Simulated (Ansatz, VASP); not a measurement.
# One calculation of Au, two programs

POSCAR

```
Au
1.0
    3.0348072020      0.0000000000      0.0000000000
   -1.5174036010      2.6282201326      0.0000000000
    0.0000000000      0.0000000000      4.6214799104
Au
2
Direct
    0.3333333333      0.6666666667      0.7500000000
    0.6666666667      0.3333333333      0.2500000000
```

INCAR.step1

```
SYSTEM = Au
  PREC = Accurate
  ENCUT = 520
  ISMEAR = 0
  SIGMA = 0.15
  LREAL = .False.
  LASPH = .True.
  NELM = 60
  NBANDS = 18
  GGA = PE
  ALGO = Normal
  EDIFF = 1E-4
  LWAVE = .True.
  LCHARG = .False.
```

The input INCAR.step2:

```
SYSTEM = Au
  PREC = Accurate
  ENCUT = 520
  EDIFF = 1E-7
  ISMEAR = 0
  SIGMA = 0.15
  LREAL = .False.
  LASPH = .True.
  NELM = 60
  ALGO = Normal
  ISIF = 2
  LWAVE = .False.
  LCHARG = .False.
  METAGGA = R2SCAN
  LMIXTAU = .True.
  NBANDS = 18
  ISTART = 1
```

KPOINTS

```
Automatic mesh
0
Gamma
  24 24 12
  0 0 0
```

Input for Ansatz:

```yaml
crystal:
  lattice:
    - [3.034807202, 0.0, 0.0]
    - [-1.517403601, 2.6282201326, 0.0]
    - [0.0, 0.0, 4.6214799104]
  atoms:
    - { symbol: Au, position: [0.3333333333, 0.6666666667, 0.75] }
    - { symbol: Au, position: [0.6666666667, 0.3333333333, 0.25] }
basis:
  ecutwfc: 500
kpoints:
  mp_grid: { grid: [24, 24, 12] }
hamiltonian:
  xc: r2scan
scf:
  occupations: { method: gaussian, width: 0.15 }
output:
  forces: true
  stress: true
  eigenvalues: true
```

Change from the starting cell: strain +0.050 along x and y, -0.050 along z, atoms carried along.

Alike in both runs: task single point; functional r2SCAN; k mesh 24 × 24 × 12; occupations gaussian, width 0.15 eV; no spin polarisation.

|  | VASP | Ansatz |
| --- | --- | --- |
| version | VASP 6.6.1 | Ansatz 0.2.0 |
| potentials or method | VASP PAW PBE potentials, release 64 (Au), cutoff 520 eV | scalar-relativistic, plane waves, PAW |
| valence electrons in the cell | 22 | 38 |

```tsv
	VASP	Ansatz	Ansatz less VASP
gap on the k mesh at the Fermi level (eV)	none	none	-
pressure (GPa)	-5.1	-5.3	-0.18
traceless stress, the component that is largest in VASP (GPa)	3.03	2.96	-0.064
```

VASP's potentials were made for PBE, not for r2SCAN. A gap of «none» marks a metal or a gap that the smearing closes. The functional is the same, so the differences come from potentials, cutoffs and numerics. VASP's potentials hold 22 valence electrons a cell and Ansatz's 38, so a difference there can come from the potentials and not from the codes.

Spin-orbit coupling is off throughout.
